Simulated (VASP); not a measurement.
Input of a VASP 6.6.1 run:

The input INCAR:

```
SYSTEM = SnSe2
PREC = Accurate
ENCUT = 520
EDIFF = 1E-7
ISMEAR = -1
SIGMA = 0.02
LREAL = .FALSE.
LASPH = .TRUE.
NELM = 80
ALGO = Normal
ISIF = 2
LWAVE = .FALSE.
LCHARG = .FALSE.
GGA = PE
NBANDS = 20
```

Contents of KPOINTS:

```
regular mesh
0
G
  12 12 4
  0 0 0
```

POSCAR

```
SnSe2
1.0
    4.0451107555      0.0000000000      0.0000000000
   -2.0225553777      3.5031686754      0.0000000000
    0.0000000000      0.0000000000      6.5851119105
Sn Se
1 2
Direct
    0.0000000000      0.0000000000      0.0000000000
    0.3333333333      0.6666666667      0.2295862780
    0.6666666667      0.3333333333      0.7704137220
```

Potentials or basis: VASP PAW PBE potentials, release 64 (Sn_d, Se).

Launch:

```sh
$ cat potpaw_PBE.64/Sn_d/POTCAR potpaw_PBE.64/Se/POTCAR > POTCAR
$ mpirun -np 1 vasp_std > vasp.out
```

Q: What does it give for the largest force?

A: 0.208 eV/Å.

Q: Predict the pressure.

A: -1.9 GPa.

Stress tensor (GPa, compression positive):
```
-3.31  0.00  0.00
 0.00 -3.31  0.00
 0.00  0.00  1.01
```

Caveat: the cell differs from its parent crystal (strain +5.8%); this functional lacks dispersion, which binds the layers, so the pressure and a relaxed spacing across them are unreliable.
